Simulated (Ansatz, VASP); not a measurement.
## MnS in VASP and in Ansatz

File INCAR:

```
SYSTEM = MnS
PREC = Accurate ; ENCUT = 520
EDIFF = 1E-6 ; ISMEAR = 0
SIGMA = 0.1 ; LREAL = .FALSE.
LASPH = .TRUE. ; NELM = 150
ALGO = Normal ; ISIF = 2
LWAVE = .FALSE. ; LCHARG = .TRUE.
ISPIN = 2 ; MAGMOM = 4 0
LORBIT = 11 ; LMAXMIX = 4
GGA = PE ; LELF = .TRUE.
LVHAR = .TRUE. ; NBANDS = 20
```

Contents of KPOINTS:

```
Automatic mesh
0
G
  5 5 5
  0 0 0
```

Contents of POSCAR:

```
MnS
1.0
    0.0000000000      2.5330671317      2.5330671317
    2.5330671317      0.0000000000      2.5330671317
    2.5330671317      2.5330671317      0.0000000000
Mn S
1 1
Direct
    0.0000000000      0.0000000000      0.0000000000
    0.5000000000      0.5000000000      0.5000000000
```

Input for Ansatz:

```yaml
crystal:
  lattice:
    - [-1.603447946228324e-17, 2.53306713169152, 2.5330671316915168]
    - [2.53306713169152, -2.4583253055886355e-17, 2.5330671316915168]
    - [2.53306713169152, 2.53306713169152, -7.102018338547897e-15]
  atoms:
    - { symbol: Mn, position: [4.252125911946616e-20, -8.089527492923914e-20, 8.089527492923121e-20], spin: 4.0 }
    - { symbol: S, position: [0.5000000000000007, 0.5000000000000007, 0.4999999999999979], spin: 0.0 }
kpoints:
  mp_grid:
    grid: [5, 5, 5]
magnetization:
  spin_polarized: true
scf:
  convergence:
    dr2_threshold: 1.0e-07
  occupations:
    method: gaussian
    width: 0.1
output:
  forces: true
  stress: true
```

Alike in both runs: task single point; functional PBE; k mesh 5 × 5 × 5; occupations gaussian, width 0.1 eV; collinear spin.

|  | VASP | Ansatz |
| --- | --- | --- |
| version | VASP 6.6.1 | Ansatz 0.2.0 |
| potentials or method | VASP PAW PBE potentials, release 64 (Mn_pv, S) | plane waves, PAW |
| plane-wave cutoff (eV) | 520 | 420 |
| valence electrons in the cell | 19 | 21 |

VASP gave:

```
pressure (GPa)                                                : -1.1
net moment per atom (μB)                                      : 2.13
size of the moment on the site where the two differ most (μB) : 3.94
```

Question: Estimate Ansatz's values.

Answer: Pressure (GPa): -1.2; net moment per atom (μB): 2.12; size of the moment on the site where the two differ most (μB): 3.86.

Site moments also hang on the region over which each program counts them. VASP's potentials hold 19 valence electrons a cell and Ansatz's 21, so a difference there can come from the potentials and not from the codes. Ansatz's warnings: stress scf threshold loose.

The k mesh is coarse, so the values compare programs but aren't converged.
